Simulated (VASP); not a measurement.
The system is Mn.

```
CELL_PARAMETERS angstrom
2.55179 0.00000 0.00000
-1.27589 2.20991 0.00000
0.00000 0.00000 4.16707
ATOMIC_POSITIONS crystal
Mn 0.33333 0.66667 0.25000
Mn 0.66667 0.33333 0.75000
```

```yaml
Program: VASP 6.6.1
Task: relaxation of cell and atoms
Functional: BLYP
Potentials_or_basis: VASP PAW PBE potentials, release 64 (Mn_pv)
Cutoff: 600 eV
k_mesh: 14 × 14 × 8
Occupations: fermi-dirac, width 0.05 eV
Spin: collinear spin, antiferromagnetic start
Starting_moments: "[3.0, -3.0] μB"
```

At the start: pressure -7.8 GPa; volume 11.75 Å³/atom.

Question: How do energy, volume and symmetry change on relaxing?

Answer: Over 8 steps the energy falls by 14.4 meV/atom and the volume is 11.21 Å³/atom (-4.6 %); space group P6_3/mmc (No. 194, to 0.05 Å); moment 0.00 μB per cell.

The path:
| step | energy change (eV) | largest force (eV/Å) | pressure (GPa) | volume (Å³) |
| --- | --- | --- | --- | --- |
| 1 | 0.0000 | 0.0000 | -7.83 | 23.50 |
| 2 | -0.0077 | 0.0000 | 8.36 | 21.60 |
| 3 | -0.0282 | 0.0000 | -0.07 | 22.43 |
| 4 | -0.0282 | 0.0000 | 0.14 | 22.41 |
| 5 | -0.0288 | 0.0000 | 0.14 | 22.40 |
| 6 | -0.0288 | 0.0000 | 0.13 | 22.40 |
| 7 | -0.0288 | 0.0000 | 0.14 | 22.40 |
| 8 | -0.0288 | 0.0000 | -0.04 | 22.42 |

Final structure:
```
CELL_PARAMETERS angstrom
2.51934 0.00000 0.00000
-1.25967 2.18181 0.00000
0.00000 0.00000 4.07969
ATOMIC_POSITIONS crystal
Mn 0.33333 0.66667 0.25000
Mn 0.66667 0.33333 0.75000
```

Caveat: the PAW data sets were made with another functional, which shifts forces and pressure a little.
